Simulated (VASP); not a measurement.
Here is a VASP 6.6.1 calculation.

The input INCAR:

```
  PREC = Accurate
  ENCUT = 520
  EDIFF = 1E-6
  ISMEAR = 0
  SIGMA = 0.05
  LREAL = False
  LASPH = True
  NELM = 80
  ALGO = Normal
  ISIF = 2
  LWAVE = False
  LCHARG = False
  GGA = PE
  NBANDS = 16
```

Contents of KPOINTS:

```
Automatic mesh
0
Gamma
  10 10 10
```

Contents of POSCAR:

```
ZnS
1.0
    0.0000000000      2.3627294039      3.5440941059
    2.3627294039      0.0000000000      3.5440941059
    2.3627294039      2.3627294039      0.0000000000
Zn S
1 1
Direct
    0.0000000000      0.0000000000      0.0000000000
    0.7500000000      0.7500000000      0.7500000000
```

Potentials or basis: VASP PAW PBE potentials, release 64 (Zn, S).

The run is started by

```bash
$ cat potpaw_PBE.64/Zn/POTCAR potpaw_PBE.64/S/POTCAR > POTCAR
$ mpirun -np 1 vasp_std > vasp.out
```

**Question.** Estimate the pressure.

**Answer.** -0.8 GPa.

**Question.** Estimate the band gap on the k mesh.

**Answer.** Zero (band 9 reaches 3.00 eV, above the bottom of band 10 at 2.91 eV).

Stress tensor (GPa, compression positive):
```
  9.32   0.00   0.00
  0.00   9.32   0.00
  0.00   0.00 -20.94
```
